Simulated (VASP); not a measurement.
Here is a VASP 6.6.1 calculation.

File INCAR:

```
SYSTEM = Sc3Al
PREC     = Accurate       ! precision mode
ENCUT    = 520            ! plane-wave cutoff, eV
EDIFF    = 1E-6           ! SCF threshold, eV
ISMEAR   = 0              ! smearing method
SIGMA    = 0.1            ! smearing width, eV
LREAL    = .False.        ! projectors in reciprocal space
LASPH    = .True.         ! aspherical terms in the spheres
NELM     = 100            ! most SCF steps
ALGO     = Normal         ! electronic algorithm
ISIF     = 2              ! what is computed and relaxed
LWAVE    = .False.        ! write WAVECAR
LCHARG   = .False.        ! write CHGCAR
GGA      = PS             ! functional
NBANDS   = 26             ! bands
```

Contents of KPOINTS:

```
regular mesh
0
Gamma
  10 10 10
  0 0 0
```

File POSCAR:

```
Sc3Al
1.0
    4.3747949988      0.0000000000      0.0000000000
    0.0000000000      4.3747949988      0.0000000000
    0.0000000000      0.0000000000      4.3747949988
Sc Al
3 1
Direct
    0.5000000000      0.0000000000      0.5000000000
    0.0000000000      0.5000000000      0.5000000000
    0.5000000000      0.5000000000      0.0000000000
    0.0000000000      0.0000000000      0.0000000000
```

Potentials or basis: VASP PAW PBE potentials, release 64 (Sc_sv, Al).

Command:

```console
$ cat potpaw_PBE.64/Sc_sv/POTCAR potpaw_PBE.64/Al/POTCAR > POTCAR
$ mpirun -np 1 vasp_std > vasp.out
```

Task: Predict the band gap on the k mesh.

Result: Zero (band 18 reaches 5.08 eV, above the bottom of band 19 at 3.75 eV).

Task: What does it give for the pressure?

Result: 0.1 GPa.

Caveat: the PAW data sets were made with another functional, which shifts forces and pressure a little.
